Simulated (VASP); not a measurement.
# LiH (P1) in VASP: a series of runs, part 2 of 2

VASP 6.6.1. The steps go on from the part before.

**4. Single point, PBE**

The input, INCAR:

```
SYSTEM = LiH
PREC = Accurate ; ENCUT = 520
EDIFF = 1E-6 ; ISMEAR = -1
SIGMA = 0.069 ; LREAL = Auto
LASPH = .TRUE. ; NELM = 100
ALGO = Normal ; ISIF = 2
LWAVE = .FALSE. ; LCHARG = .TRUE.
GGA = PE ; LELF = .TRUE.
LVHAR = .TRUE. ; NBANDS = 42
```

The input, KPOINTS:

```
Automatic mesh
0
G
  4 4 2
  0 0 0
```

The input, POSCAR:

```
LiH
1.0
    0.0000000000      3.9969453814      3.9969453814
    3.9969453814      0.0000000000      3.9969453814
    5.9954180722      5.9954180722      0.0000000000
Li H
12 12
Direct
    0.0129008518     -0.0064236555     -0.0070587238
    0.0295747099     -0.0503976114      0.3302851404
   -0.0124660197     -0.0015509344      0.6922478049
    0.0140648657      0.5140306669      0.0302745360
   -0.0090547897      0.4892742616      0.3530765452
   -0.0278346310      0.4986299060      0.7181134740
    0.4571041947      0.0509330202     -0.0243296628
    0.5583759064     -0.0067804279      0.3287325381
    0.4984530210      0.0132332306      0.6373844916
    0.5020881720      0.4842743183     -0.0030628390
    0.4834000257      0.5391963848      0.2989880736
    0.5060918544      0.4845466513      0.6397761514
    0.2621167917      0.2882592555      0.1466387313
    0.2492108110      0.2439217720      0.5029372370
    0.2227143268      0.2142373534      0.8354151353
    0.2161474370      0.7989312326      0.1606414246
    0.2770325572      0.7208442260      0.5038522691
    0.2355465012      0.7463480772      0.8506980562
    0.6933424742      0.2752119169      0.1764817711
    0.7999543889      0.2104767315      0.4913904192
    0.7063933155      0.2408185272      0.8322906660
    0.7490400079      0.7292976816      0.1907973700
    0.7583137148      0.7274071128      0.5122584385
    0.7427622138      0.7425192783      0.8349634570
```

Potentials or basis: VASP PAW PBE potentials, release 64 (Li_sv, H).

On the command line:

```sh
> cat potpaw_PBE.64/Li_sv/POTCAR potpaw_PBE.64/H/POTCAR > POTCAR
> mpirun -np 1 vasp_std > vasp.out
```

OUTCAR:

```text
SYSTEM = LiH
   PREC = Accurate
   ENCUT = 520
   EDIFF = 1E-6
   ISMEAR = -1
   LREAL = Auto
   LASPH = .TRUE.
   NELM = 100
   ISIF = 2
   GGA = PE

 ion  position               nearest neighbor table
   1  0.013  0.994  0.993-  15 1.72   4 2.56
   2  0.030  0.950  0.330-  16 1.65  11 2.45   8 2.56
   3  0.988  0.998  0.692-
   4  0.014  0.514  0.030-  13 1.70  10 2.55   1 2.56
   5  0.991  0.489  0.353-  12 2.60
   6  0.972  0.499  0.718-  24 1.69  10 2.53
   7  0.457  0.051  0.976-
   8  0.558  0.993  0.329-  19 1.72   9 2.52   2 2.56
   9  0.498  0.013  0.637-   8 2.52
  10  0.502  0.484  0.997-   6 2.53   4 2.55
  11  0.483  0.539  0.299-   2 2.45
  12  0.506  0.485  0.640-  17 1.74   5 2.60
  13  0.262  0.288  0.147-   4 1.70
  14  0.249  0.244  0.503-
  15  0.223  0.214  0.835-   1 1.72
  16  0.216  0.799  0.161-   2 1.65
  17  0.277  0.721  0.504-  12 1.74
  18  0.236  0.746  0.851-
  19  0.693  0.275  0.176-   8 1.72
  20  0.800  0.210  0.491-
  21  0.706  0.241  0.832-
  22  0.749  0.729  0.191-
  23  0.758  0.727  0.512-
  24  0.743  0.743  0.835-   6 1.69

  LATTYP: Found a face centered orthorhombic cell.
 ALAT       =     5.6525343664
 B/A-ratio  =     1.7320508076
 C/A-ratio  =     2.4494897428

  Lattice vectors:

 A1 = (   5.9954180722,   5.9954180722,   0.0000000000)
 A2 = (   1.9984726908,   5.9954180722,  -3.9969453814)
 A3 = (   0.0000000000,   3.9969453814,   3.9969453814)

Analysis of symmetry for initial positions (statically):
=====================================================================
 Subroutine PRICEL returns:
 Original cell was already a primitive cell.

 Routine SETGRP: Setting up the symmetry group for a
[... 198 lines left out ...]
   IALGO  =     38    algorithm
   IMIX   =      4    mixing-type and parameters
     AMIX     =   0.40;   BMIX     =  1.00
     AMIX_MAG =   1.60;   BMIX_MAG =  1.00
  volume/ion in A,a.u.               =       7.98        53.86
  Fermi-wavevector in a.u.,A,eV,Ry     =   1.032096  1.950378 14.493217  1.065221
  Thomas-Fermi vector in A             =   2.166276
   LORBIT       =      0    0 simple, 1 ext, 2 COOP (PROOUT), +10 PAW based schemes
   GGA     = PE    functional components
   LHFCALC =     F    Hartree Fock is set to
   AEXX    =    0.0000 exact exchange contribution
   IVDW    =     0    specifies the selected vdW correction
   LEPSILON=     F    determine dielectric tensor
   LRPA    =     F    only Hartree local field effects (RPA)
 non-spin polarized calculation
  energy-cutoff  :      520.00
  volume of cell :      191.56
 maximum number of plane-waves:      5186
   NGX = 21   NGY = 21   NGZ = 31

 number of electron      48.0000007 magnetization

 Free energy of the ion-electron system (eV)
  ---------------------------------------------------
  ext. energy  EPLUGINS =         0.00000000
  ---------------------------------------------------
  free energy    TOTEN  =       -71.95739193 eV

  energy without entropy =      -71.95739193  energy(sigma->0) =      -71.95739193

 E-fermi :   1.6393     XC(G=0):  -8.4990

 val. band max:        0.1582597629   @ k =   0.0000   0.0000   0.0000
 cond. band min:       3.0810731657   @ k =   0.0000   0.0000   0.0000
 fundamental gap:      2.9228134027
 Fermi energy:         1.6393496581

 k-point     1 :       0.0000    0.0000    0.0000
  band No.  band energies     occupation
      1     -44.2613      2.00000
      2     -44.2191      2.00000
      3     -44.1763      2.00000
      4     -44.1512      2.00000
      5     -44.1298      2.00000
      6     -44.1183      2.00000
[... 769 lines left out ...]
     35       7.3623      0.00000
     36       8.1080      0.00000
 [bands above 36 left out]

------------------------ aborting loop because EDIFF is reached ----------------------------------------

  FORCE on cell =-STRESS in cart. coord.  units (eV):
  Direction    XX          YY          ZZ          XY          YZ          ZX
  --------------------------------------------------------------------------------------
  -------------------------------------------------------------------------------------
  Total        3.1141735      2.9228615      2.7364193     -0.4047372      0.1007446     -0.2098484
  in kB       26.0463869     24.4462877     22.8869189     -3.3851489      0.8426097     -1.7551339
  external PRESSURE =      24.4598645 kB  Pullay stress =       0.0000000 kB

 VOLUME and BASIS-vectors are now :
 -----------------------------------------------------------------------------
  energy-cutoff  :      520.00
  volume of cell :      191.56
      direct lattice vectors                 reciprocal lattice vectors
     0.000000000  3.996945381  3.996945381    -0.125095530  0.125095530  0.125095530
     3.996945381  0.000000000  3.996945381     0.125095530 -0.125095530  0.125095530
     5.995418072  5.995418072  0.000000000     0.083397020  0.083397020 -0.083397020

 POSITION                                       TOTAL-FORCE (eV/Angst)
 -----------------------------------------------------------------------------------
      9.92437      6.00466      4.02283         0.242789     -0.029695     -0.421528
      5.77571      2.09841      3.91372         1.331971      0.207985      0.256655
      8.14106      8.09743      7.93787        -0.534427     -0.297914      0.089944
      2.23606      0.23773      2.11077        -0.147803     -0.790124     -0.422439
      4.07244      6.07760      5.91636        -0.386328      0.151544     -0.086393
      6.29839      8.19108      5.87869        -0.892021     -0.561589      0.307380
[... 16 lines left out ...]
      5.97861      6.10214      5.93834        -0.029984     -0.182418      0.100595
      7.97376      7.97473      5.93659         0.510550      0.040403      0.019121
 -----------------------------------------------------------------------------------
    total drift:                               -0.008907      0.001798     -0.010834

  FREE ENERGIE OF THE ION-ELECTRON SYSTEM (eV)
  ---------------------------------------------------
  free  energy   TOTEN  =       -71.9573919339 eV

  energy  without entropy=      -71.9573919336  energy(sigma->0) =      -71.95739193
```

stdout:

```text
POSCAR found type information on POSCAR LiH
 POSCAR found :  2 types and      24 ions
 scaLAPACK will be used
 LDA part: xc-table for (Slater+PW92), standard interpolation
 -----------------------------------------------------------------------------
|                                                                             |
|           W    W    AA    RRRRR   N    N  II  N    N   GGGG   !!!           |
|           W    W   A  A   R    R  NN   N  II  NN   N  G    G  !!!           |
|           W    W  A    A  R    R  N N  N  II  N N  N  G       !!!           |
|           W WW W  AAAAAA  RRRRR   N  N N  II  N  N N  G  GGG   !            |
|           WW  WW  A    A  R   R   N   NN  II  N   NN  G    G                |
|           W    W  A    A  R    R  N    N  II  N    N   GGGG   !!!           |
|                                                                             |
|     Your reciprocal lattice and k-lattice belong to different lattice       |
|     classes:                                                                |
|                                                                             |
|        The reciprocal lattice is body-centered orthorhombic,                |
|        whereas your k-lattice is base-centered monoclinic.                  |
|                                                                             |
|     Results are often still useful ...                                      |
|                                                                             |
 -----------------------------------------------------------------------------

 POSCAR, INCAR and KPOINTS ok, starting setup
 FFT: planning ... GRIDC
 FFT: planning ... GRID_SOFT
 FFT: planning ... GRID
 WAVECAR not read
 entering main loop
```

It took 3.7 min on 1 thread of AMD EPYC 9R45 (Zen 5), shared host; peak memory 0.31 GiB.

Results:

* Free energy: -71.9574 eV
* Largest force: 1.372 eV/Å
* Band gap on the k mesh: 2.92 eV, direct

Forces in eV/Å, atoms in the order of the input:
```
Li   0.243 -0.030 -0.422
Li   1.332  0.208  0.257
Li  -0.534 -0.298  0.090
Li  -0.148 -0.790 -0.422
Li  -0.386  0.152 -0.086
Li  -0.892 -0.562  0.307
Li  -0.175  0.483 -0.278
Li   0.113 -0.575 -0.781
Li   0.192  0.509 -0.090
Li   0.148 -0.108  0.311
Li   0.125  0.578 -0.159
Li   0.186  0.392  0.110
H   -0.148  0.331 -0.612
H   -0.062 -0.075  0.029
H    0.179  0.117  0.626
H   -0.622  0.256 -0.035
H    0.073 -0.447 -0.104
H   -0.172 -0.198  0.072
H   -0.445  0.297  0.541
H    0.325 -0.217 -0.229
H    0.213  0.296  0.473
H   -0.024 -0.177  0.283
H   -0.030 -0.182  0.101
H    0.511  0.040  0.019
```

Levels at points of the mesh, in eV from the valence-band top:
```
           k point  band 20  band 21  band 22  band 23  band 24  band 25  band 26  band 27  band 28  band 29
(0.00, 0.00, 0.00)    -1.47    -1.30    -1.01    -0.88     0.00     2.92     3.86     4.28     4.76     4.90
(0.50, 0.00, 0.00)    -1.85    -1.77    -1.58    -0.61    -0.40     4.57     4.87     5.17     5.38     5.60
(0.00, 0.50, 0.00)    -1.83    -1.73    -1.65    -0.66    -0.37     4.61     4.75     5.07     5.40     5.60
(0.50, 0.50, 0.00)    -1.50    -1.25    -1.10    -1.08    -0.80     4.42     4.56     4.60     5.06     5.28
(0.00, 0.00, 0.50)    -2.08    -1.28    -0.95    -0.15    -0.09     2.95     2.98     4.18     4.57     4.76
(0.50, 0.00, 0.50)    -1.89    -1.63    -1.58    -0.63    -0.32     4.44     4.89     5.03     5.19     5.57
(0.00, 0.50, 0.50)    -1.90    -1.64    -1.52    -0.67    -0.35     4.39     4.69     5.15     5.21     5.41
(0.50, 0.50, 0.50)    -2.26    -2.16    -2.03    -0.37    -0.20     4.94     5.02     5.23     5.32     5.61
```

Caveat: the k points lie up to 0.45 Å⁻¹ apart; the cutoff is under 1.25 times the usual one of these potentials, so pressure, stress and relaxed cells hold a basis-set (Pulay) error; forces of over 1 eV/Å act on the atoms, so gaps and moduli don't describe the material at rest.
